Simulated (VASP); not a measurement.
# KF (Fm-3m) in VASP: relaxation of the atoms with r2SCAN

Aim: the relaxation of the atoms of KF with r2SCAN.

All numbers are computed with VASP 6.6.1; they aren't measurements. Logs are shortened: lines on timing, memory, paths and dates and some standing lists are left out, and cuts for length are marked.

## (1) The cell of the first run

The structure is cubic, space group Fm-3m (No. 225). The conventional cell has a = 5.422 Å, b = 5.422 Å, c = 5.422 Å, α = 90.00°, β = 90.00°, γ = 90.00°. K (site symmetry m-3m) has 6 F at 2.71 Å within 3.6 Å. F (site symmetry m-3m) has 6 K at 2.71 Å within 3.6 Å.

## (2) Relaxation of the atoms, r2SCAN

The input, POSCAR:

```
KF
1.0
    0.0000000000      2.7112068600      2.7112068600
    2.7112068600      0.0000000000      2.7112068600
    2.7112068600      2.7112068600      0.0000000000
K F
1 1
Direct
    0.0000000000      0.0000000000      0.0000000000
    0.5000000000      0.5000000000      0.5000000000
```

The input, INCAR.step1:

```
SYSTEM = KF
ALGO     = Normal         ! electronic algorithm
EDIFF    = 1E-4           ! SCF threshold, eV
ENCUT    = 520            ! plane-wave cutoff, eV
GGA      = PE             ! functional
ISMEAR   = -1             ! smearing method
LASPH    = .TRUE.         ! aspherical terms in the spheres
LCHARG   = .FALSE.        ! write CHGCAR
LREAL    = .FALSE.        ! projectors in reciprocal space
LWAVE    = .TRUE.         ! write WAVECAR
NELM     = 80             ! most SCF steps
PREC     = Accurate       ! precision mode
SIGMA    = 0.02           ! smearing width, eV
```

The input, INCAR.step2:

```
SYSTEM = KF
ALGO     = Normal         ! electronic algorithm
EDIFF    = 1E-6           ! SCF threshold, eV
EDIFFG   = -0.01          ! ionic threshold
ENCUT    = 520            ! plane-wave cutoff, eV
IBRION   = 2              ! ionic algorithm
ISIF     = 2              ! what is computed and relaxed
ISMEAR   = -1             ! smearing method
ISTART   = 1            
LASPH    = .TRUE.         ! aspherical terms in the spheres
LCHARG   = .FALSE.        ! write CHGCAR
LMIXTAU  = .TRUE.       
LREAL    = .FALSE.        ! projectors in reciprocal space
LWAVE    = .FALSE.        ! write WAVECAR
METAGGA  = R2SCAN         ! meta-GGA
NELM     = 80             ! most SCF steps
NSW      = 50             ! ionic steps
PREC     = Accurate       ! precision mode
SIGMA    = 0.02           ! smearing width, eV
```

The input, KPOINTS:

```
k-points
0
G
  10 10 10
  0 0 0
```

Potentials or basis: VASP PAW PBE potentials, release 64 (K_sv, F).

Command:

```
cat potpaw_PBE.64/K_sv/POTCAR potpaw_PBE.64/F/POTCAR > POTCAR
cp INCAR.step1 INCAR
mpirun -np 1 vasp_std > vasp.out
cp INCAR.step2 INCAR
mpirun -np 1 vasp_std > vasp.out
```

OUTCAR:

```text
SYSTEM = KF
   EDIFF = 1E-6
   EDIFFG = -0.01
   ENCUT = 520
   IBRION = 2
   ISIF = 2
   ISMEAR = -1
   ISTART = 1
   LASPH = .TRUE.
   LREAL = .FALSE.
   METAGGA = R2SCAN
   NELM = 80
   NSW = 50
   PREC = Accurate

 ion  position               nearest neighbor table
   1  0.000  0.000  0.000-   2 2.71   2 2.71   2 2.71   2 2.71   2 2.71   2 2.71
   2  0.500  0.500  0.500-   1 2.71   1 2.71   1 2.71   1 2.71   1 2.71   1 2.71

  LATTYP: Found a face centered cubic cell.
 ALAT       =     5.4224137200

  Lattice vectors:

 A1 = (   0.0000000000,   2.7112068600,   2.7112068600)
 A2 = (   2.7112068600,   0.0000000000,   2.7112068600)
 A3 = (   2.7112068600,   2.7112068600,   0.0000000000)

Analysis of symmetry for initial positions (statically):
=====================================================================
 Subroutine PRICEL returns:
 Original cell was already a primitive cell.

 Routine SETGRP: Setting up the symmetry group for a
 face centered cubic supercell.

 Subroutine GETGRP returns: Found 48 space group operations
 (whereof 48 operations were pure point group operations)
 out of a pool of 48 trial point group operations.

The static configuration has the point symmetry O_h .

Analysis of symmetry for dynamics (positions and initial velocities):
=====================================================================
 Subroutine PRICEL returns:
 Original cell was already a primitive cell.

 Routine SETGRP: Setting up the symmetry group for a
 face centered cubic supercell.

 Subroutine GETGRP returns: Found 48 space group operations
 (whereof 48 operations were pure point group operations)
 out of a pool of 48 trial point group operations.

The dynamic configuration has the point symmetry O_h .

 Subroutine INISYM returns: Found 48 space group operations
 (whereof 48 operations are pure point group operations),
 and found     1 'primitive' translations

----------------------------------------------------------------------------------------

                                     Primitive cell

  volume of cell :      39.8582

  direct lattice vectors                    reciprocal lattice vectors
     0.000000000  2.711206860  2.711206860    -0.184419716  0.184419716  0.184419716
     2.711206860  0.000000000  2.711206860     0.184419716 -0.184419716  0.184419716
     2.711206860  2.711206860  0.000000000     0.184419716  0.184419716 -0.184419716

  length of vectors
     3.834225512  3.834225512  3.834225512     0.319424319  0.319424319  0.319424319

  position of ions in fractional coordinates (direct lattice)
     0.000000000  0.000000000  0.000000000
     0.500000000  0.500000000  0.500000000
[... 85 lines left out ...]
   POTIM  = 0.5000    time-step for ionic-motion
   TEBEG  =    0.0;   TEEND  =   0.0 temperature during run
   PSTRESS=    0.0 pullay stress
   NELECT =      16.0000    total number of electrons
   NUPDOWN=      -1.0000    fix difference up-down
   EMIN   =  10.00;   EMAX   =-10.00  energy-range for DOS
   EFERMI =   0.00;   METHOD = LEGACY
   ISMEAR =    -1;   SIGMA  =   0.02  broadening in eV -4-tet -1-fermi 0-gaus
   EFERMI_NEDOS =   21; number of points for ismear=-14 and -15
   IALGO  =     38    algorithm
   IMIX   =      4    mixing-type and parameters
     AMIX     =   0.40;   BMIX     =  1.00
     AMIX_MAG =   1.60;   BMIX_MAG =  1.00
  volume/ion in A,a.u.               =      19.93       134.49
  Fermi-wavevector in a.u.,A,eV,Ry     =   1.207653  2.282133 19.843088  1.458426
  Thomas-Fermi vector in A             =   2.343284
   LORBIT       =      0    0 simple, 1 ext, 2 COOP (PROOUT), +10 PAW based schemes
   METAGGA = R2SCAN    functional components
   LHFCALC =     F    Hartree Fock is set to
   AEXX    =    0.0000 exact exchange contribution
   IVDW    =     0    specifies the selected vdW correction
   LEPSILON=     F    determine dielectric tensor
   LRPA    =     F    only Hartree local field effects (RPA)
 conjugate gradient relaxation of ions
 non-spin polarized calculation
  energy-cutoff  :      520.00
  volume of cell :       39.86
 maximum number of plane-waves:      1090
 NGX is ok and might be reduce to    30
   NGX = 15   NGY = 15   NGZ = 15

 number of electron      15.9999992 magnetization

 Free energy of the ion-electron system (eV)
  ---------------------------------------------------
  ext. energy  EPLUGINS =         0.00000000
  ---------------------------------------------------
  free energy    TOTEN  =       -14.96215279 eV

  energy without entropy =      -14.96215279  energy(sigma->0) =      -14.96215279

 E-fermi :  -3.0057     XC(G=0):  -8.6797

 val. band max:       -3.4566163479   @ k =   0.0000   0.0000   0.0000
 cond. band min:       3.1448348503   @ k =   0.0000   0.0000   0.0000
 fundamental gap:      6.6014511983
 Fermi energy:        -3.0057118827

 k-point     1 :       0.0000    0.0000    0.0000
  band No.  band energies     occupation
      1     -30.7084      2.00000
      2     -23.2245      2.00000
      3     -13.2233      2.00000
      4     -13.2233      2.00000
      5     -13.2233      2.00000
      6      -3.4566      2.00000
      7      -3.4566      2.00000
      8      -3.4566      2.00000
      9       3.1448      0.00000
     10       7.8741      0.00000
     11       7.8741      0.00000
     12       7.8741      0.00000
[... 331 lines left out ...]
 k-point    24 :       0.4000    0.3000    0.0000
  band No.  band energies     occupation
      1     -30.6318      2.00000
      2     -23.2500      2.00000
      3     -13.5325      2.00000
      4     -13.3687      2.00000
      5     -13.3583      2.00000
      6      -3.8435      2.00000
      7      -3.5591      2.00000
      8      -3.5394      2.00000
      9       5.7535      0.00000
     10       6.2475      0.00000
     11       9.2132      0.00000
     12      10.1961      0.00000

 [... further k-points ...]
[... 5 lines left out ...]
  --------------------------------------------------------------------------------------
  -------------------------------------------------------------------------------------
  Total       -0.4563687     -0.4563687     -0.4563687      0.0000000      0.0000000      0.0000000
  in kB      -18.3446076    -18.3446076    -18.3446076      0.0000000      0.0000000      0.0000000
  external PRESSURE =     -18.3446076 kB  Pullay stress =       0.0000000 kB

 VOLUME and BASIS-vectors are now :
 -----------------------------------------------------------------------------
  energy-cutoff  :      520.00
  volume of cell :       39.86
      direct lattice vectors                 reciprocal lattice vectors
     0.000000000  2.711206860  2.711206860    -0.184419716  0.184419716  0.184419716
     2.711206860  0.000000000  2.711206860     0.184419716 -0.184419716  0.184419716
     2.711206860  2.711206860  0.000000000     0.184419716  0.184419716 -0.184419716

 POSITION                                       TOTAL-FORCE (eV/Angst)
 -----------------------------------------------------------------------------------
      0.00000      0.00000      0.00000         0.000000     -0.000000      0.000000
      2.71121      2.71121      2.71121        -0.000000      0.000000     -0.000000
 -----------------------------------------------------------------------------------
    total drift:                                0.000000      0.000000      0.000000

  FREE ENERGIE OF THE ION-ELECTRON SYSTEM (eV)
  ---------------------------------------------------
  free  energy   TOTEN  =       -14.9621527877 eV

  energy  without entropy=      -14.9621527877  energy(sigma->0) =      -14.96215279

 reached required accuracy - stopping structural energy minimisation
```

OUTCAR.step1:

```text
SYSTEM = KF
   EDIFF = 1E-4
   ENCUT = 520
   GGA = PE
   ISMEAR = -1
   LASPH = .TRUE.
   LREAL = .FALSE.
[... 580 lines left out ...]
      0.00000      0.00000      0.00000         0.000000     -0.000000      0.000000
      2.71121      2.71121      2.71121        -0.000000      0.000000     -0.000000
 -----------------------------------------------------------------------------------
    total drift:                                0.000000      0.000000      0.000000

  FREE ENERGIE OF THE ION-ELECTRON SYSTEM (eV)
  ---------------------------------------------------
  free  energy   TOTEN  =        -8.2993626162 eV

  energy  without entropy=       -8.2993626162  energy(sigma->0) =       -8.29936262
```

Run time: 2.8 min. Hardware: 1 thread of Oxide Virtual Turin-like, shared host; peak memory 0.15 GiB.

What came out:

* Free energy: -14.9622 eV
* Pressure after relaxing: -1.8 GPa
* Band gap on the k mesh: 6.60 eV

Final structure:
```
K F
1.0
     0.00000    2.71121    2.71121
     2.71121    0.00000    2.71121
     2.71121    2.71121    0.00000
K F
1 1
Direct
  0.00000 0.00000 0.00000
  0.50000 0.50000 0.50000
```

Caveat: the relaxation stopped at its first step, so nothing moved; the PAW data sets were made with another functional, which shifts forces and pressure a little.
